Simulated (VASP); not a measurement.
A run of VASP 6.6.1 is set up as follows.

INCAR

```
ALGO     = Normal         # electronic algorithm
EDIFF    = 1E-6           # SCF threshold, eV
ENCUT    = 520            # plane-wave cutoff, eV
GGA      = PE             # functional
ISIF     = 2              # what is computed and relaxed
ISMEAR   = -1             # smearing method
LASPH    = T              # aspherical terms in the spheres
LCHARG   = F              # write CHGCAR
LREAL    = F              # projectors in reciprocal space
LWAVE    = F              # write WAVECAR
NBANDS   = 14             # bands
NELM     = 100            # most SCF steps
PREC     = Accurate       # precision mode
SIGMA    = 0.08           # smearing width, eV
```

KPOINTS

```
k-points
0
Gamma
  17 17 17
```

File POSCAR:

```
HfN
1.0
    0.0000000000      2.0183701469      2.0183701469
    2.0183701469      0.0000000000      2.0183701469
    2.0183701469      2.0183701469      0.0000000000
Hf N
1 1
Direct
    0.0000000000      0.0000000000      0.0000000000
    0.5000000000      0.5000000000      0.5000000000
```

Potentials or basis: VASP PAW PBE potentials, release 64 (Hf_pv, N).

The run is started by

```bash
$ cat potpaw_PBE.64/Hf_pv/POTCAR potpaw_PBE.64/N/POTCAR > POTCAR
$ mpirun -np 1 vasp_std > vasp.out
```

(1) What does it give for the pressure?

## Answers

(1) 199.6 GPa.
